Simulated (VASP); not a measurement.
Here is a VASP 6.6.1 calculation.

File POSCAR:

```
GaAs
1.0
    0.0000000000      2.8330850955      2.7764233935
    2.8330850955      0.0000000000      2.7764233935
    2.8330850955      2.8330850955      0.0000000000
Ga As
1 1
Direct
    0.0000000000      0.0000000000      0.0000000000
    0.2500000000      0.2500000000      0.2500000000
```

The input INCAR.step1:

```
PREC = Accurate
ENCUT = 520
ISMEAR = 0
SIGMA = 0.01
LREAL = F
LASPH = T
NELM = 60
NBANDS = 16
GGA = PE
ALGO = Normal
EDIFF = 1E-4
LWAVE = T
LCHARG = F
```

The input INCAR.step2:

```
PREC = Accurate
ENCUT = 520
EDIFF = 1E-6
ISMEAR = 0
SIGMA = 0.01
LREAL = F
LASPH = T
NELM = 60
ALGO = Normal
ISIF = 2
LWAVE = F
LCHARG = F
METAGGA = R2SCAN
LMIXTAU = T
NBANDS = 16
ISTART = 1
```

Contents of KPOINTS:

```
Automatic mesh
0
Gamma
  8 8 8
```

Potentials or basis: VASP PAW PBE potentials, release 64 (Ga_d, As).

Command:

```bash
$ cat potpaw_PBE.64/Ga_d/POTCAR potpaw_PBE.64/As/POTCAR > POTCAR
$ cp INCAR.step1 INCAR
$ mpirun -np 1 vasp_std > vasp.out
$ cp INCAR.step2 INCAR
$ mpirun -np 1 vasp_std > vasp.out
```

Task: Predict the band gap on the k mesh.

Result: 1.02 eV, direct.

Task: Predict the pressure.

Result: 1.7 GPa.

Stress tensor (GPa, compression positive):
```
1.24 0.00 0.00
0.00 1.24 0.00
0.00 0.00 2.58
```

Caveat: the cell differs from its parent crystal (uniaxial z strain -2.0%); the PAW data sets were made with another functional, which shifts forces and pressure a little. A k mesh can miss the band edges.
